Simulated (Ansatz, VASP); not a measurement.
# One calculation of Ta, two programs

INCAR

```
SYSTEM = Ta
PREC = Accurate ; ENCUT = 500
EDIFF = 1E-6 ; ISMEAR = -1
SIGMA = 0.05 ; LREAL = .False.
LASPH = .True. ; NELM = 120
ALGO = Normal ; ISIF = 2
LWAVE = .False. ; LCHARG = .False.
GGA = PE ; NBANDS = 20
GGA_COMPAT = .False.
```

Contents of KPOINTS:

```
regular mesh
0
Gamma
  9 9 9
  0 0 0
```

File POSCAR:

```
Ta
1.0
    0.0000000000      2.8397911140      2.8397911140
    2.8397911140      0.0000000000      2.8397911140
    2.8397911140      2.8397911140      0.0000000000
Ta
2
Direct
   -0.1475000000     -0.1175000000     -0.1175000000
    0.1475000000      0.1175000000      0.1175000000
```

Input for Ansatz:

```yaml
crystal:
  lattice:
    - [0.0, 2.839791114, 2.839791114]
    - [2.839791114, 0.0, 2.839791114]
    - [2.839791114, 2.839791114, 0.0]
  atoms:
    - { symbol: Ta, position: [-0.1475, -0.1175, -0.1175] }
    - { symbol: Ta, position: [0.1475, 0.1175, 0.1175] }
kpoints:
  mp_grid: { grid: [9, 9, 9] }
scf:
  occupations: { method: fermi_dirac, width: 0.05 }
hamiltonian:
  xc: pbe
  pseudopotentials: { kind: paw }
output:
  forces: true
  stress: true
  eigenvalues: true
  populations: true
```

Change from the starting cell: shortest bond scaled by 0.94, PAW files.

Alike in both runs: task single point; functional PBE; k mesh 9 × 9 × 9; occupations fermi-dirac, width 0.05 eV; no spin polarisation.

```csv
,VASP,Ansatz
version,VASP 6.6.1,Ansatz 0.2.0
potentials or method,"VASP PAW PBE potentials, release 64 (Ta_sv_GW)","PAW with Ansatz's default frozen-core files, scalar-relativistic"
plane-wave cutoff (eV),500,420
valence electrons in the cell,26,26
```

Ansatz gave:

```
pressure (GPa)                                                : 21.7
traceless stress, the component that is largest in VASP (GPa) : -7.52
rms of the force components (eV/Å)                            : 0.221
```

**Question.** Estimate VASP's values.

**Answer.** Pressure (GPa): 20.9; traceless stress, the component that is largest in VASP (GPa): -7.63; rms of the force components (eV/Å): 0.251.

Atom by atom the forces differ by 0.031 eV/Å (rms over components).

Spin-orbit coupling is off throughout.
